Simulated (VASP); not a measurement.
# Ta2N in VASP: a series of runs

Runs on Ta2N. Level: PBE. Tasks: single point, relaxation of shape and atoms at fixed volume.

Everything below comes from runs of VASP 6.6.1. Logs are shortened: lines on timing, memory, paths and dates and some standing lists are left out, and cuts for length are marked.

### Step 1. The cell of the first run

Symmetry: P-3m1, No. 164, trigonal system. Conventional cell: a = 3.101 Å, b = 3.101 Å, c = 4.882 Å, α = 90.00°, β = 90.00°, γ = 120.00°. Within 2.9 Å of Ta (site symmetry 3m) lie 3 N at 2.18 Å. Within 2.9 Å of N (site symmetry -3m) lie 6 Ta at 2.18 Å.

### Step 2. Single point, PBE

INCAR reads:

```
ALGO     = Normal         # electronic algorithm
EDIFF    = 1E-6           # SCF threshold, eV
ENCUT    = 520            # plane-wave cutoff, eV
GGA      = PE             # functional
ISIF     = 2              # what is computed and relaxed
ISMEAR   = 0              # smearing method
LASPH    = True           # aspherical terms in the spheres
LCHARG   = False          # write CHGCAR
LREAL    = False          # projectors in reciprocal space
LWAVE    = False          # write WAVECAR
NBANDS   = 20             # bands
NELM     = 100            # most SCF steps
PREC     = Accurate       # precision mode
SIGMA    = 0.15           # smearing width, eV
```

KPOINTS reads:

```
k-points
0
Gamma
  12 12 8
```

POSCAR reads:

```
Ta2N
1.0
    3.1011400502      0.0000000000      0.0000000000
   -1.5505700251      2.6856660642      0.0000000000
    0.0000000000      0.0000000000      4.8818899939
Ta N
2 1
Direct
    0.6666666667      0.3333333333      0.7449050265
    0.3333333333      0.6666666667      0.2550949735
    0.0000000000      0.0000000000      0.0000000000
```

Potentials or basis: VASP PAW PBE potentials, release 64 (Ta_pv, N).

Run with:

```bash
$ cat potpaw_PBE.64/Ta_pv/POTCAR potpaw_PBE.64/N/POTCAR > POTCAR
$ mpirun -np 1 vasp_std > vasp.out
```

OUTCAR:

```text
EDIFF = 1E-6
   ENCUT = 520
   GGA = PE
   ISIF = 2
   ISMEAR = 0
   LASPH = True
   LREAL = False
   NELM = 100
   PREC = Accurate

 ion  position               nearest neighbor table
   1  0.667  0.333  0.745-   3 2.18   3 2.18   3 2.18   2 2.99   2 2.99   2 2.99   2 3.07   2 3.07
                             2 3.07
   2  0.333  0.667  0.255-   3 2.18   3 2.18   3 2.18   1 2.99   1 2.99   1 2.99   1 3.07   1 3.07
                             1 3.07
   3  0.000  0.000  0.000-   1 2.18   2 2.18   1 2.18   2 2.18   1 2.18   2 2.18

  LATTYP: Found a hexagonal cell.
 ALAT       =     3.1011400502
 C/A-ratio  =     1.5742242901

  Lattice vectors:

 A1 = (   3.1011400502,   0.0000000000,   0.0000000000)
 A2 = (  -1.5505700251,   2.6856660642,   0.0000000000)
 A3 = (   0.0000000000,   0.0000000000,   4.8818899939)

Analysis of symmetry for initial positions (statically):
=====================================================================
 Subroutine PRICEL returns:
 Original cell was already a primitive cell.

 Routine SETGRP: Setting up the symmetry group for a
 hexagonal supercell.

 Subroutine GETGRP returns: Found 12 space group operations
 (whereof 12 operations were pure point group operations)
 out of a pool of 24 trial point group operations.

The static configuration has the point symmetry D_3d.

Analysis of symmetry for dynamics (positions and initial velocities):
=====================================================================
 Subroutine PRICEL returns:
 Original cell was already a primitive cell.

 Routine SETGRP: Setting up the symmetry group for a
 hexagonal supercell.

 Subroutine GETGRP returns: Found 12 space group operations
 (whereof 12 operations were pure point group operations)
 out of a pool of 24 trial point group operations.

The dynamic configuration has the point symmetry D_3d.

 Subroutine INISYM returns: Found 12 space group operations
 (whereof 12 operations are pure point group operations),
 and found     1 'primitive' translations

----------------------------------------------------------------------------------------

                                     Primitive cell

  volume of cell :      40.6594

  direct lattice vectors                    reciprocal lattice vectors
[... 80 lines left out ...]
   PREC   = accura    normal or accurate (medium, high low for compatibility)
   ISTART =      0    job   : 0-new  1-cont  2-samecut
   ICHARG =      2    charge: 1-file 2-atom 10-const
   ISPIN  =      1    spin polarized calculation?
   LNONCOLLINEAR =      F non collinear calculations
   LSORBIT =      F    spin-orbit coupling
   LASPH  =      T    aspherical Exc in radial PAW
   ENCUT  =  520.0 eV  38.22 Ry    6.18 a.u.   5.77  5.77  9.08*2*pi/ulx,y,z
   NELM   =    100;   NELMIN=  2; NELMDL= -5     # of ELM steps
   EDIFF  = 0.1E-05   stopping-criterion for ELM
   LREAL  =      F    real-space projection
   EDIFFG = 0.1E-04   stopping-criterion for IOM
   NSW    =      0    number of steps for IOM
   IBRION =     -1    ionic relax: 0-MD 1-quasi-New 2-CG
   NFREE  =      0    steps in history (QN), initial steepest desc. (CG)
   ISIF   =      2    stress and relaxation
   ISYM   =      2    0-nonsym 1-usesym 2-fastsym
   POTIM  = 0.5000    time-step for ionic-motion
   TEBEG  =    0.0;   TEEND  =   0.0 temperature during run
   PSTRESS=    0.0 pullay stress
   NELECT =      27.0000    total number of electrons
   NUPDOWN=      -1.0000    fix difference up-down
   EMIN   =  10.00;   EMAX   =-10.00  energy-range for DOS
   EFERMI =   0.00;   METHOD = LEGACY
   ISMEAR =     0;   SIGMA  =   0.15  broadening in eV -4-tet -1-fermi 0-gaus
   EFERMI_NEDOS =   21; number of points for ismear=-14 and -15
   IALGO  =     38    algorithm
   IMIX   =      4    mixing-type and parameters
     AMIX     =   0.40;   BMIX     =  1.00
     AMIX_MAG =   1.60;   BMIX_MAG =  1.00
  volume/ion in A,a.u.               =      13.55        91.46
  Fermi-wavevector in a.u.,A,eV,Ry     =   1.428266  2.699031 27.755102  2.039942
  Thomas-Fermi vector in A             =   2.548346
   LORBIT       =      0    0 simple, 1 ext, 2 COOP (PROOUT), +10 PAW based schemes
   GGA     = PE    functional components
   LHFCALC =     F    Hartree Fock is set to
   AEXX    =    0.0000 exact exchange contribution
   IVDW    =     0    specifies the selected vdW correction
   LEPSILON=     F    determine dielectric tensor
   LRPA    =     F    only Hartree local field effects (RPA)
 non-spin polarized calculation
 Gauss-broadening in eV      SIGMA  =   0.15
  energy-cutoff  :      520.00
  volume of cell :       40.66
 maximum number of plane-waves:      1112
 NGX is ok and might be reduce to    24
   NGX = 11   NGY = 11   NGZ = 19

 number of electron      26.9999997 magnetization

 Free energy of the ion-electron system (eV)
  ---------------------------------------------------
  ext. energy  EPLUGINS =         0.00000000
  ---------------------------------------------------
  free energy    TOTEN  =       -34.38893852 eV

  energy without entropy =      -34.37515532  energy(sigma->0) =      -34.38204692

 E-fermi :   7.4962     XC(G=0): -12.8740

 val. band max:        7.4884510453   @ k =   0.3333   0.1667   0.3750
 cond. band min:       7.5007539081   @ k =   0.5000   0.0000   0.3750
 fundamental gap:      0.0123028628
 Fermi energy:         7.4961637086

 k-point     1 :       0.0000    0.0000    0.0000
  band No.  band energies     occupation
      1     -28.1732      2.00000
      2     -27.4428      2.00000
      3     -27.4428      2.00000
      4     -27.3195      2.00000
      5     -27.3195      2.00000
      6     -27.2136      2.00000
[... 541 lines left out ...]
     19      10.8458      0.00000
     20      11.5749      0.00000

 [... further k-points ...]
[... 5 lines left out ...]
  --------------------------------------------------------------------------------------
  -------------------------------------------------------------------------------------
  Total        0.1399374      0.1399374      0.0549914      0.0000000      0.0000000      0.0000000
  in kB        5.5142049      5.5142049      2.1669240      0.0000000      0.0000000      0.0000000
  external PRESSURE =       4.3984446 kB  Pullay stress =       0.0000000 kB

 VOLUME and BASIS-vectors are now :
 -----------------------------------------------------------------------------
  energy-cutoff  :      520.00
  volume of cell :       40.66
      direct lattice vectors                 reciprocal lattice vectors
     3.101140050  0.000000000  0.000000000     0.322462057  0.186173555  0.000000000
    -1.550570025  2.685666064  0.000000000     0.000000000  0.372347111  0.000000000
     0.000000000  0.000000000  4.881889994     0.000000000  0.000000000  0.204838700

 POSITION                                       TOTAL-FORCE (eV/Angst)
 -----------------------------------------------------------------------------------
      1.55057      0.89522      3.63654        -0.000000      0.000000      0.042167
     -0.00000      1.79044      1.24535         0.000000     -0.000000     -0.042167
      0.00000      0.00000      0.00000         0.000000      0.000000      0.000000
 -----------------------------------------------------------------------------------
    total drift:                                0.000000     -0.000000     -0.000000

  FREE ENERGIE OF THE ION-ELECTRON SYSTEM (eV)
  ---------------------------------------------------
  free  energy   TOTEN  =       -34.3889385245 eV

  energy  without entropy=      -34.3751553200  energy(sigma->0) =      -34.38204692
```

OSZICAR:

```text
N       E                     dE             d eps       ncg     rms          rms(c)
DAV:   1     0.214461142660E+03    0.21446E+03   -0.15021E+04  5240   0.139E+03
DAV:   2    -0.282348049555E+02   -0.24270E+03   -0.23617E+03  5960   0.398E+02
DAV:   3    -0.375455875288E+02   -0.93108E+01   -0.91591E+01  6604   0.705E+01
DAV:   4    -0.376705906994E+02   -0.12500E+00   -0.12397E+00  6440   0.765E+00
DAV:   5    -0.376722151221E+02   -0.16244E-02   -0.16234E-02  6448   0.687E-01    0.265E+01
DAV:   6    -0.347660192457E+02    0.29062E+01   -0.16225E+01  6864   0.252E+01    0.125E+01
DAV:   7    -0.344490480881E+02    0.31697E+00   -0.17217E+00  5940   0.840E+00    0.680E+00
DAV:   8    -0.343937650710E+02    0.55283E-01   -0.29067E-01  6068   0.413E+00    0.437E-01
DAV:   9    -0.343893629915E+02    0.44021E-02   -0.30910E-02  6476   0.109E+00    0.255E-01
DAV:  10    -0.343890779527E+02    0.28504E-03   -0.52001E-03  6648   0.560E-01    0.783E-02
DAV:  11    -0.343889662018E+02    0.11175E-03   -0.13170E-03  6104   0.214E-01    0.393E-02
DAV:  12    -0.343889385961E+02    0.27606E-04   -0.15346E-04  6044   0.810E-02    0.639E-03
DAV:  13    -0.343889392163E+02   -0.62018E-06   -0.13508E-05  6340   0.232E-02    0.435E-03
DAV:  14    -0.343889385245E+02    0.69175E-06   -0.19188E-06  4356   0.971E-03
   1 F= -.34388939E+02 E0= -.34382047E+02  d E =-.137832E-01
```

It took 39 s on 1 thread of Intel Xeon 6975P-C (Granite Rapids), shared host; peak memory 0.22 GiB.

What came out:

```yaml
Free_energy: -34.3889 eV
Pressure: 0.4 GPa
Largest_force: 0.042 eV/Å
```

Forces in eV/Å, atoms in the order of the input:
```
Ta   0.000  0.000  0.042
Ta   0.000  0.000 -0.042
N    0.000  0.000  0.000
```

Stress tensor (GPa, compression positive):
```
0.55 0.00 0.00
0.00 0.55 0.00
0.00 0.00 0.22
```

Levels at points of the mesh, in eV from the Fermi level:
| k point | band 11 | band 12 | band 13 | band 14 | band 15 | band 16 | band 17 | band 18 |
| --- | --- | --- | --- | --- | --- | --- | --- | --- |
| (0.00, 0.00, 0.00) | -4.97 | -0.69 | -0.21 | -0.21 | 0.28 | 0.35 | 0.35 | 1.17 |
| (0.50, 0.00, 0.00) | -4.54 | -2.60 | -1.35 | 1.70 | 1.96 | 3.78 | 4.03 | 4.24 |
| (0.00, 0.00, 0.50) | -2.91 | -2.65 | -1.07 | -1.07 | 1.77 | 1.98 | 2.32 | 2.32 |
| (0.50, 0.00, 0.50) | -3.29 | -2.14 | -2.10 | -0.30 | 0.75 | 3.37 | 3.61 | 4.06 |

Caveat: spin-orbit coupling is left out, which moves the levels of the heavy elements.

### Step 3. Single point, PBE

INCAR reads:

```
  PREC = Accurate
  ENCUT = 520
  EDIFF = 1E-6
  ISMEAR = 0
  SIGMA = 0.1
  LREAL = F
  LASPH = T
  NELM = 100
  ALGO = Normal
  ISIF = 2
  LWAVE = F
  LCHARG = T
  GGA = PE
  LELF = T
  LVHAR = T
  NBANDS = 20
```

KPOINTS reads:

```
Automatic mesh
0
Gamma
  18 18 10
```

POSCAR is that of step 2.

Potentials or basis: VASP PAW PBE potentials, release 64 (Ta_pv, N).

Run with:

```bash
$ cat potpaw_PBE.64/Ta_pv/POTCAR potpaw_PBE.64/N/POTCAR > POTCAR
$ mpirun -np 1 vasp_std > vasp.out
```

OUTCAR:

```text
PREC = Accurate
   ENCUT = 520
   EDIFF = 1E-6
   ISMEAR = 0
   LREAL = F
   LASPH = T
   NELM = 100
   ISIF = 2
   GGA = PE

 ion  position               nearest neighbor table
   1  0.667  0.333  0.745-   3 2.18   3 2.18   3 2.18   2 2.99   2 2.99   2 2.99   2 3.07   2 3.07
                             2 3.07
   2  0.333  0.667  0.255-   3 2.18   3 2.18   3 2.18   1 2.99   1 2.99   1 2.99   1 3.07   1 3.07
                             1 3.07
   3  0.000  0.000  0.000-   1 2.18   2 2.18   1 2.18   2 2.18   1 2.18   2 2.18

  LATTYP: Found a hexagonal cell.
 ALAT       =     3.1011400502
 C/A-ratio  =     1.5742242901

  Lattice vectors:

 A1 = (   3.1011400502,   0.0000000000,   0.0000000000)
 A2 = (  -1.5505700251,   2.6856660642,   0.0000000000)
 A3 = (   0.0000000000,   0.0000000000,   4.8818899939)

Analysis of symmetry for initial positions (statically):
=====================================================================
 Subroutine PRICEL returns:
 Original cell was already a primitive cell.

 Routine SETGRP: Setting up the symmetry group for a
 hexagonal supercell.

 Subroutine GETGRP returns: Found 12 space group operations
 (whereof 12 operations were pure point group operations)
 out of a pool of 24 trial point group operations.

The static configuration has the point symmetry D_3d.

Analysis of symmetry for dynamics (positions and initial velocities):
=====================================================================
 Subroutine PRICEL returns:
 Original cell was already a primitive cell.

 Routine SETGRP: Setting up the symmetry group for a
 hexagonal supercell.

 Subroutine GETGRP returns: Found 12 space group operations
 (whereof 12 operations were pure point group operations)
 out of a pool of 24 trial point group operations.

The dynamic configuration has the point symmetry D_3d.

 Subroutine INISYM returns: Found 12 space group operations
 (whereof 12 operations are pure point group operations),
[... 108 lines left out ...]
   PSTRESS=    0.0 pullay stress
   NELECT =      27.0000    total number of electrons
   NUPDOWN=      -1.0000    fix difference up-down
   EMIN   =  10.00;   EMAX   =-10.00  energy-range for DOS
   EFERMI =   0.00;   METHOD = LEGACY
   ISMEAR =     0;   SIGMA  =   0.10  broadening in eV -4-tet -1-fermi 0-gaus
   EFERMI_NEDOS =   21; number of points for ismear=-14 and -15
   IALGO  =     38    algorithm
   IMIX   =      4    mixing-type and parameters
     AMIX     =   0.40;   BMIX     =  1.00
     AMIX_MAG =   1.60;   BMIX_MAG =  1.00
  volume/ion in A,a.u.               =      13.55        91.46
  Fermi-wavevector in a.u.,A,eV,Ry     =   1.428266  2.699031 27.755102  2.039942
  Thomas-Fermi vector in A             =   2.548346
   LORBIT       =      0    0 simple, 1 ext, 2 COOP (PROOUT), +10 PAW based schemes
   GGA     = PE    functional components
   LHFCALC =     F    Hartree Fock is set to
   AEXX    =    0.0000 exact exchange contribution
   IVDW    =     0    specifies the selected vdW correction
   LEPSILON=     F    determine dielectric tensor
   LRPA    =     F    only Hartree local field effects (RPA)
 non-spin polarized calculation
 Gauss-broadening in eV      SIGMA  =   0.10
  energy-cutoff  :      520.00
  volume of cell :       40.66
 maximum number of plane-waves:      1112
   NGX = 11   NGY = 11   NGZ = 19

 number of electron      26.9999997 magnetization

 Free energy of the ion-electron system (eV)
  ---------------------------------------------------
  ext. energy  EPLUGINS =         0.00000000
  ---------------------------------------------------
  free energy    TOTEN  =       -34.38679513 eV

  energy without entropy =      -34.38028272  energy(sigma->0) =      -34.38353893

 E-fermi :   7.5108     XC(G=0): -12.8739

 val. band max:        7.5079930304   @ k =   0.2778   0.2778   0.5000
 cond. band min:       7.5115685108   @ k =   0.3333   0.2778   0.5000
 fundamental gap:      0.0035754804
 Fermi energy:         7.5108175365

 k-point     1 :       0.0000    0.0000    0.0000
  band No.  band energies     occupation
      1     -28.1741      2.00000
      2     -27.4439      2.00000
      3     -27.4439      2.00000
      4     -27.3206      2.00000
      5     -27.3206      2.00000
      6     -27.2145      2.00000
[... 541 lines left out ...]
     19      12.1584      0.00000
     20      12.3237      0.00000

 [... further k-points ...]
[... 5 lines left out ...]
  --------------------------------------------------------------------------------------
  -------------------------------------------------------------------------------------
  Total        0.1125548      0.1125548      0.1011785      0.0000000      0.0000000      0.0000000
  in kB        4.4351989      4.4351989      3.9869203      0.0000000      0.0000000      0.0000000
  external PRESSURE =       4.2857727 kB  Pullay stress =       0.0000000 kB

 VOLUME and BASIS-vectors are now :
 -----------------------------------------------------------------------------
  energy-cutoff  :      520.00
  volume of cell :       40.66
      direct lattice vectors                 reciprocal lattice vectors
     3.101140050  0.000000000  0.000000000     0.322462057  0.186173555  0.000000000
    -1.550570025  2.685666064  0.000000000     0.000000000  0.372347111  0.000000000
     0.000000000  0.000000000  4.881889994     0.000000000  0.000000000  0.204838700

 POSITION                                       TOTAL-FORCE (eV/Angst)
 -----------------------------------------------------------------------------------
      1.55057      0.89522      3.63654         0.000000      0.000000     -0.045061
     -0.00000      1.79044      1.24535         0.000000     -0.000000      0.045061
      0.00000      0.00000      0.00000        -0.000000      0.000000      0.000000
 -----------------------------------------------------------------------------------
    total drift:                                0.000000     -0.000000     -0.000000

  FREE ENERGIE OF THE ION-ELECTRON SYSTEM (eV)
  ---------------------------------------------------
  free  energy   TOTEN  =       -34.3867951287 eV

  energy  without entropy=      -34.3802827241  energy(sigma->0) =      -34.38353893
```

OSZICAR:

```text
N       E                     dE             d eps       ncg     rms          rms(c)
DAV:   1     0.213799962513E+03    0.21380E+03   -0.14979E+04 13200   0.139E+03
DAV:   2    -0.281084692515E+02   -0.24191E+03   -0.23561E+03 14968   0.398E+02
DAV:   3    -0.375407875393E+02   -0.94323E+01   -0.92512E+01 16616   0.709E+01
DAV:   4    -0.376663683133E+02   -0.12558E+00   -0.12482E+00 16220   0.781E+00
DAV:   5    -0.376676158754E+02   -0.12476E-02   -0.12468E-02 16308   0.658E-01    0.265E+01
DAV:   6    -0.347640195131E+02    0.29036E+01   -0.16266E+01 17284   0.251E+01    0.125E+01
DAV:   7    -0.344470308133E+02    0.31699E+00   -0.17293E+00 15040   0.841E+00    0.679E+00
DAV:   8    -0.343915970296E+02    0.55434E-01   -0.29013E-01 15308   0.412E+00    0.435E-01
DAV:   9    -0.343872237827E+02    0.43732E-02   -0.30877E-02 16444   0.109E+00    0.256E-01
DAV:  10    -0.343869356560E+02    0.28813E-03   -0.52200E-03 16740   0.560E-01    0.788E-02
DAV:  11    -0.343868248875E+02    0.11077E-03   -0.13496E-03 15452   0.216E-01    0.405E-02
DAV:  12    -0.343867951778E+02    0.29710E-04   -0.16115E-04 15224   0.827E-02    0.652E-03
DAV:  13    -0.343867958243E+02   -0.64656E-06   -0.13896E-05 16028   0.236E-02    0.440E-03
DAV:  14    -0.343867951287E+02    0.69564E-06   -0.19329E-06 10868   0.983E-03
   1 F= -.34386795E+02 E0= -.34383539E+02  d E =-.651240E-02
```

It took 1.7 min on 1 thread of Intel Xeon 6975P-C (Granite Rapids), shared host; peak memory 0.34 GiB.

Results:

- Free energy: -34.3868 eV
- Pressure: 0.4 GPa
- Largest force: 0.045 eV/Å

Forces in eV/Å, atoms in the order of the input:
```
Ta   0.000  0.000 -0.045
Ta   0.000  0.000  0.045
N    0.000  0.000  0.000
```

Caveat: spin-orbit coupling is left out, which moves the levels of the heavy elements.

(Part 1 of 2 ends here.)
